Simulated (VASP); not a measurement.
# Ga2Te2O (P6/mmm) in VASP: further runs

Ga2Te2O is run at these levels: PBE; tasks: relaxation of cell and atoms, single point.

Program: VASP 6.6.1. These are calculated values, not measurements. Logs are shortened: lines on timing, memory, paths and dates and some standing lists are left out, and cuts for length are marked.

**1. The cell of the first run**

Symmetry: P6/mmm, No. 191, hexagonal system. Conventional cell: a = 4.130 Å, b = 4.130 Å, c = 9.550 Å, α = 90.00°, β = 90.00°, γ = 120.00°. Ga (site symmetry -6m2) has 3 Ga at 2.38 Å and 6 Te at 3.06 Å within 3.1 Å. Within 3.9 Å of Te (site symmetry 6mm) lie 1 O at 2.85 Å and 6 Ga at 3.06 Å and 1 Te at 3.84 Å. O (site symmetry 6/mmm) has 2 Te at 2.85 Å within 3.8 Å.

The cell was generated, and may not be a known phase.

**2. Relaxation of cell and atoms, PBE**

Contents of INCAR:

```
SYSTEM = Ga2Te2O
  PREC = Accurate
  ENCUT = 600
  EDIFF = 1E-6
  ISMEAR = 0
  SIGMA = 0.1
  LREAL = .FALSE.
  LASPH = .TRUE.
  NELM = 60
  ALGO = Normal
  ISIF = 3
  LWAVE = .FALSE.
  LCHARG = .FALSE.
  GGA = PE
  IBRION = 2
  NSW = 90
  EDIFFG = -0.04
```

Contents of KPOINTS:

```
Automatic mesh
0
G
  6 6 2
  0 0 0
```

Contents of POSCAR:

```
Ga2Te2O
1.0
    4.1300536000      0.0000000000      0.0000000000
   -2.0650268000      3.5767313400      0.0000000000
    0.0000000000      0.0000000000      9.5504603300
Ga Te O
2 2 1
Direct
    0.3333333300      0.6666666700      0.5000000000
    0.6666666700      0.3333333300      0.5000000000
    0.0000000000      0.0000000000      0.2988137200
    0.0000000000      0.0000000000      0.7011862800
    0.0000000000      0.0000000000      0.0000000000
```

Potentials or basis: VASP PAW PBE potentials, release 64 (Ga_d, Te, O).

On the command line:

```console
> cat potpaw_PBE.64/Ga_d/POTCAR potpaw_PBE.64/Te/POTCAR potpaw_PBE.64/O/POTCAR > POTCAR
> mpirun -np 1 vasp_std > vasp.out
```

OUTCAR:

```text
SYSTEM = Ga2Te2O
   PREC = Accurate
   ENCUT = 600
   EDIFF = 1E-6
   ISMEAR = 0
   LREAL = .FALSE.
   LASPH = .TRUE.
   NELM = 60
   ISIF = 3
   GGA = PE
   IBRION = 2
   NSW = 90
   EDIFFG = -0.04

 ion  position               nearest neighbor table
   1  0.333  0.667  0.500-   2 2.38   2 2.38   2 2.38   4 3.06   3 3.06   4 3.06   3 3.06   4 3.06
                             3 3.06
   2  0.667  0.333  0.500-   1 2.38   1 2.38   1 2.38   4 3.06   3 3.06   3 3.06   4 3.06   3 3.06
                             4 3.06
   3  0.000  0.000  0.299-   1 3.06   2 3.06   2 3.06   1 3.06   2 3.06   1 3.06
   4  0.000  0.000  0.701-   1 3.06   2 3.06   2 3.06   1 3.06   2 3.06   1 3.06
   5  0.000  0.000  0.000-

  LATTYP: Found a hexagonal cell.
 ALAT       =     4.1300536000
 C/A-ratio  =     2.3124301171

  Lattice vectors:

 A1 = (   4.1300536000,   0.0000000000,   0.0000000000)
 A2 = (  -2.0650268000,   3.5767313400,   0.0000000000)
 A3 = (   0.0000000000,   0.0000000000,   9.5504603300)

Analysis of symmetry for initial positions (statically):
=====================================================================
 Subroutine PRICEL returns:
 Original cell was already a primitive cell.

 Routine SETGRP: Setting up the symmetry group for a
 hexagonal supercell.

 Subroutine GETGRP returns: Found 24 space group operations
 (whereof 24 operations were pure point group operations)
 out of a pool of 24 trial point group operations.

The static configuration has the point symmetry D_6h.

Analysis of symmetry for dynamics (positions and initial velocities):
=====================================================================
 Subroutine PRICEL returns:
 Original cell was already a primitive cell.

 Routine SETGRP: Setting up the symmetry group for a
 hexagonal supercell.

 Subroutine GETGRP returns: Found 24 space group operations
 (whereof 24 operations were pure point group operations)
 out of a pool of 24 trial point group operations.

The dynamic configuration has the point symmetry D_6h.

 Subroutine INISYM returns: Found 24 space group operations
 (whereof 24 operations are pure point group operations),
 and found     1 'primitive' translations

----------------------------------------------------------------------------------------

                                     Primitive cell

  volume of cell :     141.0803

  direct lattice vectors                    reciprocal lattice vectors
     4.130053600  0.000000000  0.000000000     0.242127608  0.139792440  0.000000000
    -2.065026800  3.576731340  0.000000000     0.000000000  0.279584879  0.000000000
     0.000000000  0.000000000  9.550460330     0.000000000  0.000000000  0.104706995

  length of vectors
     4.130053600  4.130053603  9.550460330     0.279584880  0.279584879  0.104706995

  position of ions in fractional coordinates (direct lattice)
     0.333333330  0.666666670  0.500000000
     0.666666670  0.333333330  0.500000000
     0.000000000  0.000000000  0.298813720
     0.000000000  0.000000000  0.701186280
     0.000000000  0.000000000  0.000000000

  ion indices of the primitive-cell ions
   primitive index   ion index
                 1           1
                 2           2
                 3           3
                 4           4
                 5           5

----------------------------------------------------------------------------------------

 KPOINTS: Automatic mesh

Automatic generation of k-mesh.
 Grid dimensions read from file:
 generate k-points for:    6    6    2

 Generating k-lattice:

  Cartesian coordinates                     Fractional coordinates (reciprocal lattice)
     0.040354601  0.023298740  0.000000000     0.166666667 -0.000000000  0.000000000
     0.000000000  0.046597480  0.000000000     0.000000000  0.166666667  0.000000000
     0.000000000  0.000000000  0.052353497     0.000000000  0.000000000  0.500000000

  Length of vectors
     0.046597480  0.046597480  0.052353497

  Shift w.r.t. Gamma in fractional coordinates (k-lattice)
     0.000000000  0.000000000  0.000000000

 Subroutine IBZKPT returns following result:
 ===========================================

 Found     14 irreducible k-points:

 Following reciprocal coordinates:
            Coordinates               Weight
  0.000000  0.000000  0.000000      1.000000
  0.166667  0.000000  0.000000      6.000000
  0.333333  0.000000  0.000000      6.000000
  0.500000 -0.000000  0.000000      3.000000
  0.166667  0.166667  0.000000      6.000000
  0.333333  0.166667  0.000000     12.000000
  0.333333  0.333333  0.000000      2.000000
  0.000000  0.000000  0.500000      1.000000
  0.166667  0.000000  0.500000      6.000000
  0.333333  0.000000  0.500000      6.000000
  0.500000 -0.000000  0.500000      3.000000
  0.166667  0.166667  0.500000      6.000000
  0.333333  0.166667  0.500000     12.000000
  0.333333  0.333333  0.500000      2.000000
   k-points           NKPTS =     14   k-points in BZ     NKDIM =     14   number of bands    NBANDS=     26
   number of dos      NEDOS =    301   number of ions     NIONS =      5
   total plane-waves  NPLWV = 103680
   dimension x,y,z NGX =    36 NGY =   36 NGZ =   80
   dimension x,y,z NGXF=    72 NGYF=   72 NGZF=  160
   ions per type =               2   2   1
   NGX,Y,Z   is equivalent  to a cutoff of  14.49, 14.49, 13.93 a.u.
   NGXF,Y,Z  is equivalent  to a cutoff of  28.98, 28.98, 27.85 a.u.
 SYSTEM =  Ga2Te2O
   PREC   = accura    normal or accurate (medium, high low for compatibility)
   ISTART =      0    job   : 0-new  1-cont  2-samecut
   ICHARG =      2    charge: 1-file 2-atom 10-const
   ISPIN  =      1    spin polarized calculation?
   LNONCOLLINEAR =      F non collinear calculations
   LSORBIT =      F    spin-orbit coupling
   LASPH  =      T    aspherical Exc in radial PAW
   ENCUT  =  600.0 eV  44.10 Ry    6.64 a.u.   8.25  8.25 19.07*2*pi/ulx,y,z
   NELM   =     60;   NELMIN=  2; NELMDL= -5     # of ELM steps
   EDIFF  = 0.1E-05   stopping-criterion for ELM
   LREAL  =      F    real-space projection
   EDIFFG = -.4E-01   stopping-criterion for IOM
   NSW    =     90    number of steps for IOM
   IBRION =      2    ionic relax: 0-MD 1-quasi-New 2-CG
   NFREE  =      1    steps in history (QN), initial steepest desc. (CG)
   ISIF   =      3    stress and relaxation
   ISYM   =      2    0-nonsym 1-usesym 2-fastsym
   POTIM  = 0.5000    time-step for ionic-motion
   TEBEG  =    0.0;   TEEND  =   0.0 temperature during run
   PSTRESS=    0.0 pullay stress
   NELECT =      44.0000    total number of electrons
   NUPDOWN=      -1.0000    fix difference up-down
   EMIN   =  10.00;   EMAX   =-10.00  energy-range for DOS
   EFERMI =   0.00;   METHOD = LEGACY
   ISMEAR =     0;   SIGMA  =   0.10  broadening in eV -4-tet -1-fermi 0-gaus
   EFERMI_NEDOS =   21; number of points for ismear=-14 and -15
   IALGO  =     38    algorithm
   IMIX   =      4    mixing-type and parameters
     AMIX     =   0.40;   BMIX     =  1.00
     AMIX_MAG =   1.60;   BMIX_MAG =  1.00
  volume/ion in A,a.u.               =      28.22       190.41
  Fermi-wavevector in a.u.,A,eV,Ry     =   1.110206  2.097985 16.769965  1.232558
  Thomas-Fermi vector in A             =   2.246755
   LORBIT       =      0    0 simple, 1 ext, 2 COOP (PROOUT), +10 PAW based schemes
   GGA     = PE    functional components
   LHFCALC =     F    Hartree Fock is set to
   AEXX    =    0.0000 exact exchange contribution
   IVDW    =     0    specifies the selected vdW correction
   LEPSILON=     F    determine dielectric tensor
   LRPA    =     F    only Hartree local field effects (RPA)
 conjugate gradient relaxation of ions
 non-spin polarized calculation
 Gauss-broadening in eV      SIGMA  =   0.10
  energy-cutoff  :      600.00
  volume of cell :      141.08
 maximum number of plane-waves:      4742
 NGX is ok and might be reduce to    36
   NGX = 17   NGY = 17   NGZ = 39

--------------------------------------- Ionic step        1  -------------------------------------------

 number of electron      43.9999999 magnetization

 Free energy of the ion-electron system (eV)
  ---------------------------------------------------
  ext. energy  EPLUGINS =         0.00000000
  ---------------------------------------------------
  free energy    TOTEN  =       -13.18362469 eV

  energy without entropy =      -13.15046077  energy(sigma->0) =      -13.16704273

------------------------ aborting loop because EDIFF is reached ----------------------------------------

  FORCE on cell =-STRESS in cart. coord.  units (eV):
  Direction    XX          YY          ZZ          XY          YZ          ZX
  --------------------------------------------------------------------------------------
  -------------------------------------------------------------------------------------
  Total        5.7469684      5.7469684     -6.1995077      0.0000000     -0.0000000      0.0000000
  in kB       65.2654112     65.2654113    -70.4046710      0.0000000     -0.0000000      0.0000000
  external PRESSURE =      20.0420505 kB  Pullay stress =       0.0000000 kB
[... 98 lines left out ...]
  FREE ENERGIE OF THE ION-ELECTRON SYSTEM (eV)
  ---------------------------------------------------
  free  energy   TOTEN  =       -15.5709183815 eV

  energy  without entropy=      -15.5610965072  energy(sigma->0) =      -15.56600744

[... ionic steps 4 to 18 ...]

--------------------------------------- Ionic step       19  -------------------------------------------

 number of electron      43.9999990 magnetization

------------------------ aborting loop because EDIFF is reached ----------------------------------------

  FORCE on cell =-STRESS in cart. coord.  units (eV):
  Direction    XX          YY          ZZ          XY          YZ          ZX
  --------------------------------------------------------------------------------------
  -------------------------------------------------------------------------------------
  Total       -0.0011393     -0.0011393      0.2315905      0.0000000      0.0000000      0.0000000
  in kB       -0.0123780     -0.0123780      2.5160334      0.0000000      0.0000000      0.0000000
  external PRESSURE =       0.8304258 kB  Pullay stress =       0.0000000 kB
[... 63 lines left out ...]
  energy  without entropy=      -17.5352681242  energy(sigma->0) =      -17.54144886

--------------------------------------- Ionic step       21  -------------------------------------------

 number of electron      43.9999989 magnetization

 Free energy of the ion-electron system (eV)
  ---------------------------------------------------
  ext. energy  EPLUGINS =         0.00000000
  ---------------------------------------------------
  free energy    TOTEN  =       -17.54788776 eV

  energy without entropy =      -17.53564590  energy(sigma->0) =      -17.54176683

 E-fermi :   2.9378     XC(G=0):  -8.2216

 val. band max:        2.9145529268   @ k =   0.3333   0.0000   0.5000
 cond. band min:       3.0571253508   @ k =   0.1667   0.0000   0.5000
 fundamental gap:      0.1425724240
 Fermi energy:         2.9377735792

 k-point     1 :       0.0000    0.0000    0.0000
  band No.  band energies     occupation
      1     -15.6183      2.00000
      2     -11.7971      2.00000
      3     -11.7501      2.00000
      4     -11.7501      2.00000
      5     -11.7414      2.00000
      6     -11.7414      2.00000
[... 427 lines left out ...]
  FREE ENERGIE OF THE ION-ELECTRON SYSTEM (eV)
  ---------------------------------------------------
  free  energy   TOTEN  =       -17.5478877569 eV

  energy  without entropy=      -17.5356458988  energy(sigma->0) =      -17.54176683

 reached required accuracy - stopping structural energy minimisation
```

Wall time 36 min (1 thread of Oxide Virtual Turin-like, shared host); peak memory 0.33 GiB.

Results:

- Free energy: -17.5479 eV
- Relaxed volume: 29.61 Å³/atom
- Relaxed cell: a = 4.871 Å, b = 4.871 Å, c = 7.205 Å, α = 90.00°, β = 90.00°, γ = 120.00°
- Space group after relaxing (to 0.1 Å): P6/mmm (No. 191)
- Energy gained by relaxing: 872.9 meV/atom
- Ionic steps: 21
- Pressure after relaxing: -0.1 GPa
- Largest force after relaxing: 0.021 eV/Å
- Band gap on the k mesh: zero (bands 22 and 23 overlap by 1.33 eV)

Forces in eV/Å, atoms in the order of the input:
```
Ga   0.000  0.000  0.000
Ga   0.000  0.000  0.000
Te   0.000  0.000 -0.021
Te   0.000  0.000  0.021
O    0.000  0.000  0.000
```

Stress tensor (GPa, compression positive):
```
-0.05  0.00  0.00
 0.00 -0.05  0.00
 0.00  0.00 -0.16
```

The path:
```
step  energy change (eV)  largest force (eV/Å)  pressure (GPa)  volume (Å³)
   1              0.0000                2.6812            2.00       141.08
   2             -1.6015                2.4446           -2.33       147.76
   3             -2.3873                8.3058            6.74       160.21
   4             -2.6473                2.0419           -3.78       152.46
   5             -4.0162                0.4734           -3.26       157.19
   6             -4.0738                1.0807           -1.46       158.48
   7             -4.0945                0.2465           -2.45       157.91
   8             -4.0978                0.5119           -2.12       158.11
   9             -3.9724                2.7328            2.98       146.40
  10             -4.1374                1.1062           -0.69       154.15
  11             -4.2542                0.4164           -0.06       146.46
  12             -4.2541                0.0019            1.34       138.63
  13             -4.2699                0.2139            0.60       142.58
  14             -4.3362                0.1977            1.08       142.04
  15             -4.3414                0.0614            1.26       141.88
  16             -4.3548                0.4144           -0.49       148.47
  17             -4.3593                0.2631            0.05       146.22
  18             -4.3616                0.1177            0.10       148.34
  19             -4.3640                0.0423            0.08       147.47
  20             -4.3640                0.0469            0.10       147.45
  21             -4.3643                0.0209           -0.09       148.07
```

Final structure:
```yaml
crystal:
  lattice:
    - [4.87144, 0.00000, 0.00000]
    - [-2.43572, 4.21879, 0.00000]
    - [0.00000, 0.00000, 7.20459]
  atoms:
    - { symbol: Ga, position: [0.33333, 0.66667, 0.50000] }
    - { symbol: Ga, position: [0.66667, 0.33333, 0.50000] }
    - { symbol: Te, position: [0.00000, 0.00000, 0.28221] }
    - { symbol: Te, position: [0.00000, 0.00000, 0.71779] }
    - { symbol: O, position: [0.00000, 0.00000, 0.00000] }
```

Caveat: a cell axis changed by over 15 % at a fixed basis, so the end point is rough; spin-orbit coupling is left out, which moves the levels of the heavy elements.

(Continued in part 2 of 2.)

The gap in the log of VASP goes by the Fermi energy; the results here count the filled bands.